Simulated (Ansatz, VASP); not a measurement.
**Al: VASP beside Ansatz**

```xyz
4
Lattice="2.8363 0.0000 0.1595 -1.4181 2.4563 -0.0798 0.5244 0.0000 9.3221" Properties=species:S:1:pos:R:3 pbc="T T T"
Al    0.0000    0.0000    0.0000
Al    0.1311    1.6375    2.3305
Al    0.2622    0.0000    4.6611
Al    1.8114    0.8188    7.0714
```

Change from the starting cell: strain +0.1125 x Voigt [0, 0, 0, 0, 1, 0], atoms carried along.

Alike in both runs: task single point; functional PBEsol; k mesh 18 × 18 × 6; occupations gaussian, width 0.15 eV; no spin polarisation.

|  | VASP | Ansatz |
| --- | --- | --- |
| version | VASP 6.6.1 | Ansatz 0.2.0 |
| potentials or method | VASP PAW PBE potentials, release 64 (Al), cutoff 520 eV | scalar-relativistic, plane waves, PAW |
| valence electrons in the cell | 12 | 12 |

```csv
,VASP,Ansatz,Ansatz less VASP
gap on the k mesh at the Fermi level (eV),none,none,-
pressure (GPa),1.0,1.0,-0.07
"traceless stress, the component that is largest in VASP (GPa)",-2.86,-2.84,+0.019
rms of the force components (eV/Å),0.031,0.030,-0.0002
```

VASP's potentials were made for PBE, not for PBEsol. Atom by atom the forces differ by 0.000 eV/Å (rms over components). A gap of «none» marks a metal or a gap that the smearing closes.
